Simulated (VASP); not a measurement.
# BeS (I-4m2) in VASP: further runs, part 2 of 2

VASP 6.6.1. The steps go on from the part before.

## 3. Single point, PBEsol (14.83 Å³/atom)

The input, INCAR:

```
SYSTEM = BeS
ALGO = Normal ; EDIFF = 1E-6
ENCUT = 520 ; GGA = PS
ISIF = 2 ; ISMEAR = 0
LASPH = .TRUE. ; LCHARG = .FALSE.
LREAL = .FALSE. ; LWAVE = .FALSE.
NBANDS = 11 ; NELM = 60
PREC = Accurate ; SIGMA = 0.05
```

The input, KPOINTS:

```
k-points
0
G
  10 10 10
  0 0 0
```

The input, POSCAR:

```
BeS
1.0
    0.0000000000      2.4050417069      2.4835209696
    2.4835209696      0.0000000000      2.4835209696
    2.4835209696      2.4050417069      0.0000000000
Be S
1 1
Direct
    0.0000000000      0.0000000000      0.0000000000
    0.7500000000      0.7500000000      0.7500000000
```

Potentials or basis: VASP PAW PBE potentials, release 64 (Be, S).

On the command line:

```
$ cat potpaw_PBE.64/Be/POTCAR potpaw_PBE.64/S/POTCAR > POTCAR
$ mpirun -np 1 vasp_std > vasp.out
```

OUTCAR:

```text
SYSTEM = BeS
   EDIFF = 1E-6
   ENCUT = 520
   GGA = PS
   ISIF = 2
   ISMEAR = 0
   LASPH = .TRUE.
   LREAL = .FALSE.
   NELM = 60
   PREC = Accurate

 ion  position               nearest neighbor table
   1  0.000  0.000  0.000-   2 2.13   2 2.13   2 2.13   2 2.13
   2  0.750  0.750  0.750-   1 2.13   1 2.13   1 2.13   1 2.13

  LATTYP: Found a body centered tetragonal cell.
 ALAT       =     3.5122290376
 C/A-ratio  =     1.3695244138

  Lattice vectors:

[... 525 lines left out ...]

  FORCE on cell =-STRESS in cart. coord.  units (eV):
  Direction    XX          YY          ZZ          XY          YZ          ZX
  --------------------------------------------------------------------------------------
  -------------------------------------------------------------------------------------
  Total       -0.9198335     -0.4033219     -0.9198335      0.0000000      0.0000000      0.0000000
  in kB      -49.6742735    -21.7808142    -49.6742735      0.0000000      0.0000000      0.0000000
  external PRESSURE =     -40.3764538 kB  Pullay stress =       0.0000000 kB

 VOLUME and BASIS-vectors are now :
 -----------------------------------------------------------------------------
  energy-cutoff  :      520.00
  volume of cell :       29.67
      direct lattice vectors                 reciprocal lattice vectors
     0.000000000  2.405041707  2.483520970    -0.201327070  0.207896603  0.201327070
     2.483520970  0.000000000  2.483520970     0.201327070 -0.207896603  0.201327070
     2.483520970  2.405041707  0.000000000     0.201327070  0.207896603 -0.201327070

 POSITION                                       TOTAL-FORCE (eV/Angst)
 -----------------------------------------------------------------------------------
      0.00000      0.00000      0.00000        -0.000000      0.000000     -0.000000
      3.72528      3.60756      3.72528         0.000000      0.000000      0.000000
 -----------------------------------------------------------------------------------
    total drift:                               -0.000000      0.000000     -0.000000

  FREE ENERGIE OF THE ION-ELECTRON SYSTEM (eV)
  ---------------------------------------------------
  free  energy   TOTEN  =       -10.5419444980 eV

  energy  without entropy=      -10.5419444980  energy(sigma->0) =      -10.54194450
```

OSZICAR:

```text
N       E                     dE             d eps       ncg     rms          rms(c)
DAV:   1     0.200204642258E+02    0.20020E+02   -0.38225E+03  2252   0.623E+02
DAV:   2    -0.943951447848E+01   -0.29460E+02   -0.28135E+02  2932   0.114E+02
DAV:   3    -0.107014163844E+02   -0.12619E+01   -0.12586E+01  2955   0.238E+01
DAV:   4    -0.107088489449E+02   -0.74326E-02   -0.74309E-02  2806   0.206E+00
DAV:   5    -0.107089070504E+02   -0.58105E-04   -0.58104E-04  2895   0.179E-01    0.505E+00
DAV:   6    -0.105828048593E+02    0.12610E+00   -0.11526E-01  2570   0.152E+00    0.334E+00
DAV:   7    -0.105416771673E+02    0.41128E-01   -0.94192E-02  2701   0.151E+00    0.847E-01
DAV:   8    -0.105418824983E+02   -0.20533E-03   -0.54807E-03  2984   0.374E-01    0.118E-01
DAV:   9    -0.105419241315E+02   -0.41633E-04   -0.32867E-04  2700   0.117E-01    0.297E-02
DAV:  10    -0.105419427975E+02   -0.18666E-04   -0.37155E-05  2773   0.333E-02    0.830E-03
DAV:  11    -0.105419443215E+02   -0.15241E-05   -0.71269E-06  2814   0.134E-02    0.646E-03
DAV:  12    -0.105419444980E+02   -0.17653E-06   -0.19455E-07  1506   0.322E-03
   1 F= -.10541944E+02 E0= -.10541944E+02  d E =-.749160E-13
```

stdout:

```text
POSCAR found type information on POSCAR BeS
 POSCAR found :  2 types and       2 ions
 scaLAPACK will be used
 -----------------------------------------------------------------------------
|                                                                             |
|                                                                             |
|     You enforced a specific xc type in the INCAR file but a different       |
|     I HOPE YOU KNOW WHAT YOU ARE DOING!                                     |
|                                                                             |
 -----------------------------------------------------------------------------

 LDA part: xc-table for (Slater+PW92), standard interpolation
 POSCAR, INCAR and KPOINTS ok, starting setup
 FFT: planning ... GRIDC
 FFT: planning ... GRID_SOFT
 FFT: planning ... GRID
 WAVECAR not read
 entering main loop
```

Run time: 98 s. Hardware: 1 thread of Intel Xeon 8259CL, shared host; peak memory 0.17 GiB.

What came out:

- Free energy: -10.5419 eV
- Pressure: -4.0 GPa
- Band gap on the k mesh: 2.76 eV (least direct gap 5.27 eV)

Levels at points of the mesh, in eV from the valence-band top:
| k point | band 1 | band 2 | band 3 | band 4 | band 5 | band 6 | band 7 | band 8 |
| --- | --- | --- | --- | --- | --- | --- | --- | --- |
| (0.00, 0.00, 0.00) | -13.56 | -0.15 | -0.15 | 0.00 | 5.27 | 5.50 | 5.54 | 5.54 |
| (0.50, 0.00, 0.00) | -12.03 | -5.71 | -1.23 | -0.96 | 5.08 | 6.25 | 6.58 | 10.70 |
| (0.50, 0.50, 0.00) | -11.57 | -5.05 | -2.58 | -2.53 | 2.99 | 4.84 | 12.23 | 12.31 |
| (0.50, 0.00, 0.50) | -11.43 | -4.83 | -2.80 | -2.80 | 2.76 | 4.54 | 12.33 | 12.33 |

Caveat: the cell stands under tension; the PAW data sets were made with another functional, which shifts forces and pressure a little. A hybrid or GW would open this gap; PBEsol tends to underestimate it.

## 4. Single point, PBEsol (15.17 Å³/atom)

This run uses another cell than the first one, of 15.17 Å³/atom.

The input, INCAR:

```
SYSTEM = BeS
  PREC = Accurate
  ENCUT = 520
  EDIFF = 1E-7
  ISMEAR = 0
  SIGMA = 0.05
  LREAL = .False.
  LASPH = .True.
  NELM = 80
  ALGO = Normal
  ISIF = 2
  LWAVE = .False.
  LCHARG = .False.
  GGA = PS
  NBANDS = 11
```

The input, KPOINTS:

```
Automatic mesh
0
Gamma
  10 10 10
  0 0 0
```

The input, POSCAR:

```
BeS
1.0
    0.0000000000      2.4493988773      2.4889735569
    2.4889735569      0.0000000000      2.4889735569
    2.4889735569      2.4493988773      0.0000000000
Be S
1 1
Direct
    0.0000000000      0.0000000000      0.0000000000
    0.7500000000      0.7500000000      0.7500000000
```

On the command line:

```
$ cat potpaw_PBE.64/Be/POTCAR potpaw_PBE.64/S/POTCAR > POTCAR
$ mpirun -np 1 vasp_std > vasp.out
```

Run time: 82 s. Hardware: 1 thread of Intel Xeon 8259CL, shared host; peak memory 0.17 GiB.

The run converged. Its results:

```
Free energy            : -10.5254 eV
Pressure               : -5.8 GPa
Band gap on the k mesh : 2.93 eV (least direct gap 5.15 eV)
```

Stress tensor (GPa, compression positive):
```
-6.27  0.00  0.00
 0.00 -4.85  0.00
 0.00  0.00 -6.27
```

Levels at points of the mesh, in eV from the valence-band top:
| k point | band 1 | band 2 | band 3 | band 4 | band 5 | band 6 | band 7 | band 8 | band 9 |
| --- | --- | --- | --- | --- | --- | --- | --- | --- | --- |
| (0.00, 0.00, 0.00) | -13.37 | -0.08 | -0.08 | 0.00 | 5.15 | 5.56 | 5.59 | 5.59 | 12.44 |
| (0.50, 0.00, 0.00) | -11.90 | -5.53 | -1.08 | -0.94 | 5.09 | 6.37 | 6.52 | 10.63 | 14.35 |
| (0.50, 0.50, 0.00) | -11.43 | -4.85 | -2.49 | -2.46 | 3.05 | 4.85 | 12.16 | 12.20 | 14.48 |
| (0.50, 0.00, 0.50) | -11.36 | -4.74 | -2.60 | -2.60 | 2.93 | 4.70 | 12.20 | 12.20 | 14.68 |

Caveat: the cell stands under tension; the PAW data sets were made with another functional, which shifts forces and pressure a little. A k mesh can miss the band edges.

## 5. The runs side by side

| cell | gap on the mesh (eV) | pressure (GPa) |
| --- | --- | --- |
| a = 3.494, b = 3.438 Å, angles 60.5, 58.9, 60.5°, 2 atoms | 2.88 | -4.0 |
| a = 3.457, b = 3.512 Å, angles 59.5, 61.1, 59.5°, 2 atoms | 2.76 | -4.0 |
| a = 3.492, b = 3.520 Å, angles 59.7, 60.5, 59.7°, 2 atoms | 2.93 | -5.8 |

Alike in all rows: task single point; level PBEsol; potentials or basis VASP PAW PBE potentials, release 64 (Be, S); no spin polarisation; k mesh 10 × 10 × 10; cutoff (eV) 520; smearing gaussian 0.05 eV.

Caveats: the cell stands under tension; the PAW data sets were made with another functional, which shifts forces and pressure a little.

Absolute energies hang on the potentials; compare differences alone.
